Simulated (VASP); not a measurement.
**BP: single point with PBEsol**

Crystal: BP.

```
B P
1.0
     0.00000    2.26007    2.24877
     2.26007    0.00000    2.24877
     2.26007    2.26007    0.00000
B P
1 1
Direct
  0.00000 0.00000 0.00000
  0.75000 0.75000 0.75000
```

This cell differs from its parent crystal: z stretched by -0.5 %, x and y held.

```json
{
  "Program": "VASP 6.6.1",
  "Task": "single point",
  "Functional": "PBEsol",
  "Potentials or basis": "VASP PAW PBE potentials, release 64 (B, P)",
  "Cutoff": "500 eV",
  "k mesh": "8 × 8 × 8",
  "Occupations": "gaussian, width 0.01 eV",
  "Spin": "no spin polarisation",
  "Dipole correction": "no",
  "Further INCAR settings": "ALGO = Normal; EDIFF = 1e-06; NBANDS = 11"
}
```

| Quantity | Value |
| --- | --- |
| Pressure | 1.0 GPa |
| Band gap on the k mesh | 1.07 eV, indirect (least direct gap 3.33 eV) |

Stress tensor (GPa, compression positive):
```
0.55 0.00 0.00
0.00 0.55 0.00
0.00 0.00 1.87
```

Levels at points of the mesh, in eV from the valence-band top:
| k point | band 1 | band 2 | band 3 | band 4 | band 5 | band 6 | band 7 | band 8 | band 9 |
| --- | --- | --- | --- | --- | --- | --- | --- | --- | --- |
| (0.00, 0.00, 0.00) | -15.68 | -0.05 | -0.05 | 0.00 | 3.33 | 3.36 | 3.36 | 7.57 | 11.33 |
| (0.50, 0.00, 0.00) | -12.27 | -9.25 | -1.85 | -1.79 | 3.80 | 4.60 | 4.66 | 9.95 | 14.62 |
| (0.50, 0.50, 0.00) | -10.68 | -8.69 | -4.28 | -4.28 | 1.12 | 1.42 | 12.22 | 12.22 | 15.34 |
| (0.50, 0.00, 0.50) | -10.73 | -8.74 | -4.23 | -4.22 | 1.18 | 1.49 | 12.17 | 12.28 | 15.28 |

Run time: 10 s on 1 thread of Intel(R) Xeon(R) Platinum 8259CL CPU @ 2.50GHz (Skylake/Cascade Lake), with other jobs on the host, peak memory 0.14 GiB.

Caveat: the cell differs from its parent crystal (z stretched by -0.5 %, x and y held); the PAW data sets were made with another functional, which shifts forces and pressure a little. A k mesh can miss the band edges.
